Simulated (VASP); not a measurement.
Cu: relaxation of cell and atoms with PBEsol

Cu:

```
CELL_PARAMETERS angstrom
1.21846 -3.97638 0.00000
1.21846 3.97638 0.00000
0.00000 0.00000 2.47550
ATOMIC_POSITIONS crystal
Cu 0.13387 0.86613 0.25000
Cu 0.86613 0.13387 0.75000
```

```yaml
Program: VASP 6.6.1
Task: relaxation of cell and atoms
Functional: PBEsol
Potentials_or_basis: VASP PAW PBE potentials, release 64 (Cu)
Cutoff: 600 eV
k_mesh: 18 × 18 × 16
Occupations: gaussian, width 0.1 eV
Spin: no spin polarisation
Dipole_correction: no
Further_INCAR_settings: ALGO = Fast; EDIFF = 1e-06; IBRION = 2; EDIFFG = -0.005; NSW = 100; ISIF = 3
```

| Quantity | Value |
| --- | --- |
| Relaxed volume | 11.91 Å³/atom |
| Relaxed cell | a = 4.146 Å, b = 4.146 Å, c = 2.471 Å, α = 90.00°, β = 90.00°, γ = 145.90° |
| Space group after relaxing (to 0.1 Å) | Cmcm (No. 63) |
| Energy gained by relaxing | 0.2 meV/atom |
| Ionic steps | 22 |
| Pressure after relaxing | 0.0 GPa |
| Band gap on the k mesh | zero (bands 11 and 12 overlap by 5.65 eV) |

The path:
```
step  energy change (eV)  largest force (eV/Å)  pressure (GPa)  volume (Å³)
   1              0.0000                0.0043           -1.48        23.99
   2              0.0009                0.0195            2.08        23.60
   3             -0.0003                0.0032           -0.14        23.84
   4             -0.0003                0.0055            0.11        23.83
   5             -0.0003                0.0042            0.22        23.83
   6             -0.0003                0.0037           -0.19        23.84
   7             -0.0003                0.0010           -0.07        23.83
   8             -0.0003                0.0019           -0.05        23.83
   9             -0.0003                0.0082           -0.11        23.81
  10             -0.0003                0.0005            0.15        23.80
  11             -0.0003                0.0086           -0.04        23.81
  12             -0.0003                0.0039            0.25        23.81
  13             -0.0003                0.0072            0.34        23.81
  14             -0.0003                0.0106            0.04        23.81
  15             -0.0003                0.0016            0.11        23.81
  16             -0.0003                0.0014            0.34        23.81
  17             -0.0003                0.0023            0.23        23.81
  18             -0.0003                0.0011           -0.11        23.81
  19             -0.0003                0.0021            0.22        23.81
  20             -0.0003                0.0008            0.26        23.81
  21             -0.0003                0.0001            0.33        23.81
  22             -0.0003                0.0006            0.05        23.81
```

Final structure:
```
Cu
1.0
     1.21548   -3.96334    0.00000
     1.21548    3.96334    0.00000
     0.00000    0.00000    2.47148
Cu
2
Direct
  0.13383 0.86617 0.25000
  0.86617 0.13383 0.75000
```

Levels at points of the mesh, in eV from the Fermi level:
```csv
k point,band 9,band 10,band 11,band 12,band 13,band 14
"(0.00, 0.00, 0.00)",-1.79,-1.65,-1.40,-0.05,4.89,14.78
"(0.50, 0.00, 0.00)",-2.09,-1.62,-0.44,1.32,2.56,6.95
"(0.50, 0.50, 0.00)",-2.26,-1.89,-1.56,-1.48,13.73,15.40
"(0.00, 0.00, 0.50)",-1.67,-1.67,0.02,0.02,8.25,8.25
"(0.50, 0.00, 0.50)",-1.23,-1.23,3.73,3.73,7.53,7.53
"(0.50, 0.50, 0.50)",-1.52,-1.52,-0.97,-0.97,3.75,3.75
```

Wall time 31 min on 1 thread of AMD EPYC 9R45 96-Core Processor (Zen 5), on a shared host, peak memory 0.42 GiB.

Caveat: the PAW data sets were made with another functional, which shifts forces and pressure a little.
